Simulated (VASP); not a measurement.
# W (Im-3m) in VASP: single point with PBEsol

Aim: the single point of W with PBEsol.

Program: VASP 6.6.1. These are calculated values, not measurements. Logs are shortened: lines on timing, memory, paths and dates and some standing lists are left out, and cuts for length are marked.

## 1. The cell of the first run

It takes space group Im-3m (No. 229, cubic). Conventional cell: a = 3.165 Å, b = 3.165 Å, c = 3.165 Å, α = 90.00°, β = 90.00°, γ = 90.00°. Within 3.6 Å of W (site symmetry m-3m) lie 14 W at 2.74 to 3.16 Å.

## 2. Single point, PBEsol

INCAR reads:

```
SYSTEM = W
PREC = Accurate
ENCUT = 500
EDIFF = 1E-6
ISMEAR = -1
SIGMA = 0.1
LREAL = .FALSE.
LASPH = .TRUE.
NELM = 120
ALGO = Normal
ISIF = 2
LWAVE = .FALSE.
LCHARG = .FALSE.
GGA = PS
NBANDS = 13
GGA_COMPAT = .FALSE.
```

KPOINTS reads:

```
Automatic mesh
0
G
  9 9 9
  0 0 0
```

POSCAR reads:

```
W
1.0
   -1.5823450000      1.5823450000      1.5823450000
    1.5823450000     -1.5823450000      1.5823450000
    1.5823450000      1.5823450000     -1.5823450000
W
1
Direct
    0.0000000000      0.0000000000      0.0000000000
```

Potentials or basis: VASP PAW PBE potentials, release 64 (W_sv).

The run is started by

```bash
cat potpaw_PBE.64/W_sv/POTCAR > POTCAR
mpirun -np 1 vasp_std > vasp.out
```

OUTCAR:

```text
SYSTEM = W
   PREC = Accurate
   ENCUT = 500
   EDIFF = 1E-6
   ISMEAR = -1
   LREAL = .FALSE.
   LASPH = .TRUE.
   NELM = 120
   ISIF = 2
   GGA = PS

 ion  position               nearest neighbor table
   1  0.000  0.000  0.000-

  LATTYP: Found a body centered cubic cell.
 ALAT       =     3.1646900000

  Lattice vectors:

 A1 = (  -1.5823450000,   1.5823450000,   1.5823450000)
 A2 = (   1.5823450000,  -1.5823450000,   1.5823450000)
 A3 = (   1.5823450000,   1.5823450000,  -1.5823450000)

Analysis of symmetry for initial positions (statically):
=====================================================================
 Subroutine PRICEL returns:
 Original cell was already a primitive cell.

 Routine SETGRP: Setting up the symmetry group for a
 body centered cubic supercell.

 Subroutine GETGRP returns: Found 48 space group operations
 (whereof 48 operations were pure point group operations)
 out of a pool of 48 trial point group operations.

The static configuration has the point symmetry O_h .

Analysis of symmetry for dynamics (positions and initial velocities):
=====================================================================
 Subroutine PRICEL returns:
 Original cell was already a primitive cell.

 Routine SETGRP: Setting up the symmetry group for a
 body centered cubic supercell.

 Subroutine GETGRP returns: Found 48 space group operations
 (whereof 48 operations were pure point group operations)
 out of a pool of 48 trial point group operations.

The dynamic configuration has the point symmetry O_h .

 Subroutine INISYM returns: Found 48 space group operations
 (whereof 48 operations are pure point group operations),
 and found     1 'primitive' translations

----------------------------------------------------------------------------------------

                                     Primitive cell

  volume of cell :      15.8476

  direct lattice vectors                    reciprocal lattice vectors
    -1.582345000  1.582345000  1.582345000     0.000000000  0.315986716  0.315986716
     1.582345000 -1.582345000  1.582345000     0.315986716  0.000000000  0.315986716
     1.582345000  1.582345000 -1.582345000     0.315986716  0.315986716  0.000000000

  length of vectors
     2.740701935  2.740701935  2.740701935     0.446872699  0.446872699  0.446872699

  position of ions in fractional coordinates (direct lattice)
     0.000000000  0.000000000  0.000000000

  ion indices of the primitive-cell ions
   primitive index   ion index
                 1           1

----------------------------------------------------------------------------------------

 KPOINTS: Automatic mesh

Automatic generation of k-mesh.
 Grid dimensions read from file:
 generate k-points for:    9    9    9

 Generating k-lattice:

  Cartesian coordinates                     Fractional coordinates (reciprocal lattice)
     0.000000000  0.035109635  0.035109635     0.111111111  0.000000000  0.000000000
     0.035109635  0.000000000  0.035109635     0.000000000  0.111111111  0.000000000
     0.035109635  0.035109635  0.000000000     0.000000000  0.000000000  0.111111111

  Length of vectors
     0.049652522  0.049652522  0.049652522

  Shift w.r.t. Gamma in fractional coordinates (k-lattice)
     0.000000000  0.000000000  0.000000000

 Subroutine IBZKPT returns following result:
 ===========================================

 Found     35 irreducible k-points:

 Following reciprocal coordinates:
            Coordinates               Weight
  0.000000  0.000000  0.000000      1.000000
  0.111111  0.000000  0.000000     12.000000
  0.222222  0.000000  0.000000     12.000000
  0.333333  0.000000  0.000000     12.000000
  0.444444  0.000000  0.000000     12.000000
  0.111111  0.111111  0.000000     24.000000
[... 16 lines left out ...]
 -0.333333  0.444444  0.111111     48.000000
 -0.444444 -0.444444  0.111111     24.000000
 [... further k-points ...]
   k-points           NKPTS =     35   k-points in BZ     NKDIM =     35   number of bands    NBANDS=     13
   number of dos      NEDOS =    301   number of ions     NIONS =      1
   total plane-waves  NPLWV =   8000
   dimension x,y,z NGX =    20 NGY =   20 NGZ =   20
   dimension x,y,z NGXF=    40 NGYF=   40 NGZF=   40
   ions per type =               1
   NGX,Y,Z   is equivalent  to a cutoff of  12.13, 12.13, 12.13 a.u.
   NGXF,Y,Z  is equivalent  to a cutoff of  24.26, 24.26, 24.26 a.u.
 SYSTEM =  W
   PREC   = accura    normal or accurate (medium, high low for compatibility)
   ISTART =      0    job   : 0-new  1-cont  2-samecut
   ICHARG =      2    charge: 1-file 2-atom 10-const
   ISPIN  =      1    spin polarized calculation?
   LNONCOLLINEAR =      F non collinear calculations
   LSORBIT =      F    spin-orbit coupling
   LASPH  =      T    aspherical Exc in radial PAW
   ENCUT  =  500.0 eV  36.75 Ry    6.06 a.u.   5.00  5.00  5.00*2*pi/ulx,y,z
   NELM   =    120;   NELMIN=  2; NELMDL= -5     # of ELM steps
   EDIFF  = 0.1E-05   stopping-criterion for ELM
   LREAL  =      F    real-space projection
   EDIFFG = 0.1E-04   stopping-criterion for IOM
   NSW    =      0    number of steps for IOM
   IBRION =     -1    ionic relax: 0-MD 1-quasi-New 2-CG
   NFREE  =      0    steps in history (QN), initial steepest desc. (CG)
   ISIF   =      2    stress and relaxation
   ISYM   =      2    0-nonsym 1-usesym 2-fastsym
   POTIM  = 0.5000    time-step for ionic-motion
   TEBEG  =    0.0;   TEEND  =   0.0 temperature during run
   PSTRESS=    0.0 pullay stress
   NELECT =      14.0000    total number of electrons
   NUPDOWN=      -1.0000    fix difference up-down
   EMIN   =  10.00;   EMAX   =-10.00  energy-range for DOS
   EFERMI =   0.00;   METHOD = LEGACY
   ISMEAR =    -1;   SIGMA  =   0.10  broadening in eV -4-tet -1-fermi 0-gaus
   EFERMI_NEDOS =   21; number of points for ismear=-14 and -15
   IALGO  =     38    algorithm
   IMIX   =      4    mixing-type and parameters
     AMIX     =   0.40;   BMIX     =  1.00
     AMIX_MAG =   1.60;   BMIX_MAG =  1.00
  volume/ion in A,a.u.               =      15.85       106.94
  Fermi-wavevector in a.u.,A,eV,Ry     =   1.570832  2.968442 33.572544  2.467512
  Thomas-Fermi vector in A             =   2.672506
   LORBIT       =      0    0 simple, 1 ext, 2 COOP (PROOUT), +10 PAW based schemes
   GGA     = PS    functional components
   LHFCALC =     F    Hartree Fock is set to
   AEXX    =    0.0000 exact exchange contribution
   IVDW    =     0    specifies the selected vdW correction
   LEPSILON=     F    determine dielectric tensor
   LRPA    =     F    only Hartree local field effects (RPA)
 non-spin polarized calculation
  energy-cutoff  :      500.00
  volume of cell :       15.85
 maximum number of plane-waves:       414
   NGX =  9   NGY =  9   NGZ =  9

 number of electron      14.0000004 magnetization

 Free energy of the ion-electron system (eV)
  ---------------------------------------------------
  ext. energy  EPLUGINS =         0.00000000
  ---------------------------------------------------
  free energy    TOTEN  =       -13.82855013 eV

  energy without entropy =      -13.80889342  energy(sigma->0) =      -13.81872177

 E-fermi :  11.2953     XC(G=0): -13.7624

 val. band max:       11.0346035180   @ k =   0.4444   0.1111   0.0000
 cond. band min:      11.3542482107   @ k =  -0.3333   0.3333   0.2222
 fundamental gap:      0.3196446927
 Fermi energy:        11.2952849778

 k-point     1 :       0.0000    0.0000    0.0000
  band No.  band energies     occupation
      1     -62.8670      2.00000
      2     -26.4244      2.00000
      3     -26.4244      2.00000
      4     -26.4244      2.00000
      5       1.6237      2.00000
      6      10.0436      1.99999
      7      10.0436      1.99999
      8      10.0436      1.99999
      9      13.5152      0.00000
     10      13.5152      0.00000
     11      25.8208      0.00000
     12      25.8208      0.00000
     13      25.8208      0.00000

 k-point     2 :       0.1111    0.0000    0.0000
  band No.  band energies     occupation
      1     -62.8514      2.00000
      2     -26.5873      2.00000
      3     -26.4753      2.00000
      4     -26.4252      2.00000
      5       2.2082      2.00000
      6       9.6984      2.00000
      7       9.9352      2.00000
      8      10.6180      1.99771
      9      13.0500      0.00000
     10      13.5259      0.00000
     11      26.2755      0.00000
     12      26.8186      0.00000
     13      27.1438      0.00000

 k-point     3 :       0.2222    0.0000    0.0000
  band No.  band energies     occupation
      1     -62.8116      2.00000
      2     -26.9851      2.00000
      3     -26.6023      2.00000
      4     -26.4274      2.00000
      5       3.6586      2.00000
      6       8.9304      2.00000
      7       9.4894      2.00000
      8      12.2625      0.00013
      9      12.8183      0.00000
     10      13.6449      0.00000
     11      26.3924      0.00000
     12      28.2960      0.00000
     13      29.5147      0.00000

 k-point     4 :       0.3333    0.0000    0.0000
  band No.  band energies     occupation
      1     -62.7661      2.00000
      2     -27.4145      2.00000
      3     -26.7434      2.00000
      4     -26.4299      2.00000
      5       4.8491      2.00000
      6       8.1890      2.00000
      7       9.8022      2.00000
      8      13.2698      0.00000
      9      13.9666      0.00000
     10      14.6895      0.00000
     11      24.5773      0.00000
     12      25.4992      0.00000
     13      32.4168      0.00000

 k-point     5 :       0.4444    0.0000    0.0000
  band No.  band energies     occupation
      1     -62.7363      2.00000
      2     -27.6832      2.00000
      3     -26.8336      2.00000
      4     -26.4317      2.00000
      5       5.0020      2.00000
      6       7.7595      2.00000
      7      11.5126      0.20446
      8      13.4940      0.00000
      9      14.3281      0.00000
     10      17.0207      0.00000
     11      22.7833      0.00000
     12      23.0067      0.00000
     13      28.7064      0.00000
[... 257 lines left out ...]
 k-point    22 :      -0.4444    0.4444    0.1111
  band No.  band energies     occupation
      1     -62.7244      2.00000
      2     -27.6409      2.00000
      3     -26.8924      2.00000
      4     -26.5438      2.00000
      5       5.5108      2.00000
      6       8.3496      2.00000
      7      10.0054      1.99999
      8      12.4529      0.00002
      9      15.7455      0.00000
     10      16.8811      0.00000
     11      22.6027      0.00000
     12      24.9498      0.00000
     13      27.9946      0.00000

 k-point    23 :      -0.3333    0.4444    0.1111
  band No.  band energies     occupation
      1     -62.7219      2.00000
      2     -27.4922      2.00000
      3     -26.9778      2.00000
      4     -26.6340      2.00000
      5       6.2953      2.00000
      6       8.2070      2.00000
      7       9.3388      2.00000
      8      12.1558      0.00037
      9      14.6378      0.00000
     10      16.9927      0.00000
     11      23.3105      0.00000
     12      27.0129      0.00000
     13      28.6515      0.00000

 k-point    24 :      -0.4444   -0.4444    0.1111
  band No.  band energies     occupation
      1     -62.7079      2.00000
      2     -27.5888      2.00000
      3     -27.0447      2.00000
      4     -26.6330      2.00000
      5       6.2425      2.00000
      6       8.6155      2.00000
      7       9.0565      2.00000
      8      12.1840      0.00028
      9      15.7172      0.00000
     10      18.9956      0.00000
     11      21.3233      0.00000
     12      25.5367      0.00000
     13      27.7797      0.00000

 [... further k-points ...]

------------------------ aborting loop because EDIFF is reached ----------------------------------------

  FORCE on cell =-STRESS in cart. coord.  units (eV):
  Direction    XX          YY          ZZ          XY          YZ          ZX
  --------------------------------------------------------------------------------------
  -------------------------------------------------------------------------------------
  Total       -0.2825612     -0.2825612     -0.2825612     -0.0000000      0.0000000     -0.0000000
  in kB      -28.5666679    -28.5666679    -28.5666679     -0.0000000      0.0000000     -0.0000000
  external PRESSURE =     -28.5666679 kB  Pullay stress =       0.0000000 kB

 VOLUME and BASIS-vectors are now :
 -----------------------------------------------------------------------------
  energy-cutoff  :      500.00
  volume of cell :       15.85
      direct lattice vectors                 reciprocal lattice vectors
    -1.582345000  1.582345000  1.582345000     0.000000000  0.315986716  0.315986716
     1.582345000 -1.582345000  1.582345000     0.315986716  0.000000000  0.315986716
     1.582345000  1.582345000 -1.582345000     0.315986716  0.315986716  0.000000000

 POSITION                                       TOTAL-FORCE (eV/Angst)
 -----------------------------------------------------------------------------------
      0.00000      0.00000      0.00000        -0.000000     -0.000000      0.000000
 -----------------------------------------------------------------------------------
    total drift:                                0.000000      0.000000      0.000000

  FREE ENERGIE OF THE ION-ELECTRON SYSTEM (eV)
  ---------------------------------------------------
  free  energy   TOTEN  =       -13.8285501286 eV

  energy  without entropy=      -13.8088934179  energy(sigma->0) =      -13.81872177
```

Run time: 9.5 s. Hardware: 1 thread of Intel Xeon Platinum 8259CL at 2.50GHz (Skylake/Cascade Lake), shared host; peak memory 0.12 GiB.

What came out:

```
Free energy            : -13.8286 eV
Pressure               : -2.9 GPa
Band gap on the k mesh : zero (band 7 reaches 15.30 eV, above the bottom of band 8 at 10.04 eV)
```

Levels at points of the mesh, in eV from the Fermi level:
| k point | band 5 | band 6 | band 7 | band 8 | band 9 | band 10 |
| --- | --- | --- | --- | --- | --- | --- |
| (0.00, 0.00, 0.00) | -9.67 | -1.25 | -1.25 | -1.25 | 2.22 | 2.22 |

Caveat: the PAW data sets were made with another functional, which shifts forces and pressure a little; spin-orbit coupling is left out, which moves the levels of the heavy elements.
